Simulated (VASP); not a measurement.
Here is a VASP 6.6.1 calculation.

File POSCAR:

```
K2H3Au
1.0
    2.8702355968      1.6571312944      3.1171528805
   -2.8702355968      1.6571312944      3.1171528805
    0.0000000000     -3.3142625889      3.1171528805
K H Au
2 3 1
Direct
    0.3534764978      0.3534764978      0.3534764978
    0.6465235022      0.6465235022      0.6465235022
    0.0000000000      0.0000000000      0.5000000000
    0.0000000000      0.5000000000      0.0000000000
    0.5000000000      0.0000000000      0.0000000000
    0.0000000000      0.0000000000      0.0000000000
```

INCAR.step1

```
SYSTEM = K2H3Au
ALGO = Normal
EDIFF = 1E-4
ENCUT = 520
GGA = PE
ISMEAR = -1
LASPH = .True.
LCHARG = .False.
LREAL = .False.
LWAVE = .True.
NBANDS = 25
NELM = 100
PREC = Accurate
SIGMA = 0.03
```

File INCAR.step2:

```
SYSTEM = K2H3Au
ALGO = Normal
BPARAM = 11.95
CPARAM = 0.0093
EDIFF = 1E-7
ENCUT = 520
ISIF = 2
ISMEAR = -1
ISTART = 1
IVDW_NL = 2
LASPH = .True.
LCHARG = .False.
LMIXTAU = .True.
LREAL = .False.
LUSE_VDW = .True.
LWAVE = .False.
METAGGA = R2SCAN
NBANDS = 25
NELM = 100
PREC = Accurate
SIGMA = 0.03
```

KPOINTS

```
k-points
0
Gamma
  6 6 6
  0 0 0
```

Potentials or basis: VASP PAW PBE potentials, release 64 (K_sv, H, Au).

Launch:

```console
$ cat potpaw_PBE.64/K_sv/POTCAR potpaw_PBE.64/H/POTCAR potpaw_PBE.64/Au/POTCAR > POTCAR
$ cp INCAR.step1 INCAR
$ mpirun -np 1 vasp_std > vasp.out
$ cp INCAR.step2 INCAR
$ mpirun -np 1 vasp_std > vasp.out
```

**Question.** Predict the pressure.

**Answer.** 0.1 GPa.

**Question.** What does it give for the band gap on the k mesh?

**Answer.** Zero (bands 16 and 17 overlap by 3.32 eV).

Caveat: the PAW data sets were made with another functional, which shifts forces and pressure a little; spin-orbit coupling is left out, which moves the levels of the heavy elements.
